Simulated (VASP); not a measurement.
Set up this calculation in VASP 6.6.1, as the native input.

```yaml
Task: electric field gradients
Functional: r2SCAN
Potentials_or_basis: VASP PAW PBE potentials, release 64 (Be, S)
Cutoff: 520 eV
k_mesh: 9 × 9 × 9
Occupations: fermi-dirac, width 0.02 eV
Spin: no spin polarisation
Dipole_correction: no
Further_INCAR_settings: ALGO = Normal; EDIFF = 1e-08; NBANDS = 11
```

BeS:

```
Be S
1.0
     0.00000    2.42500    2.42500
     2.42500    0.00000    2.42500
     2.42500    2.42500    0.00000
Be S
1 1
Direct
  0.00000 0.00000 0.00000
  0.75000 0.75000 0.75000
```

These files were run (other wordings do the same):

POSCAR

```
BeS
1.0
    0.0000000000      2.4250000000      2.4250000000
    2.4250000000      0.0000000000      2.4250000000
    2.4250000000      2.4250000000      0.0000000000
Be S
1 1
Direct
    0.0000000000      0.0000000000      0.0000000000
    0.7500000000      0.7500000000      0.7500000000
```

INCAR.step1

```
SYSTEM = BeS
  ALGO = Normal
  EDIFF = 1E-4
  ENCUT = 520
  GGA = PE
  ISMEAR = -1
  LASPH = .TRUE.
  LCHARG = .FALSE.
  LREAL = .FALSE.
  LWAVE = .TRUE.
  NBANDS = 11
  NELM = 60
  PREC = Accurate
  SIGMA = 0.02
```

INCAR.step2

```
SYSTEM = BeS
  ALGO = Normal
  EDIFF = 1E-8
  ENCUT = 520
  ISIF = 2
  ISMEAR = -1
  ISTART = 1
  LASPH = .TRUE.
  LCHARG = .FALSE.
  LEFG = .TRUE.
  LMIXTAU = .TRUE.
  LREAL = .FALSE.
  LWAVE = .FALSE.
  METAGGA = R2SCAN
  NBANDS = 11
  NELM = 60
  PREC = Accurate
  SIGMA = 0.02
```

KPOINTS

```
k-points
0
G
  9 9 9
  0 0 0
```

Potentials or basis: VASP PAW PBE potentials, release 64 (Be, S).

Run with:

```sh
$ cat potpaw_PBE.64/Be/POTCAR potpaw_PBE.64/S/POTCAR > POTCAR
$ cp INCAR.step1 INCAR
$ mpirun -np 1 vasp_std > vasp.out
$ cp INCAR.step2 INCAR
$ mpirun -np 1 vasp_std > vasp.out
```

Results of the run:

```json
{
  "Pressure": "1.4 GPa",
  "Band gap on the k mesh": "3.67 eV, indirect (least direct gap 6.26 eV)"
}
```

Caveat: without QUAD_EFG the Cq values of the log hold for a quadrupole moment of 1 mb, not for the nuclei; the PAW data sets were made with another functional, which shifts forces and pressure a little.

Run time: 47 s on 1 thread of AMD EPYC 9R45 96-Core Processor (Zen 5), with other jobs on the host, peak memory 0.13 GiB.
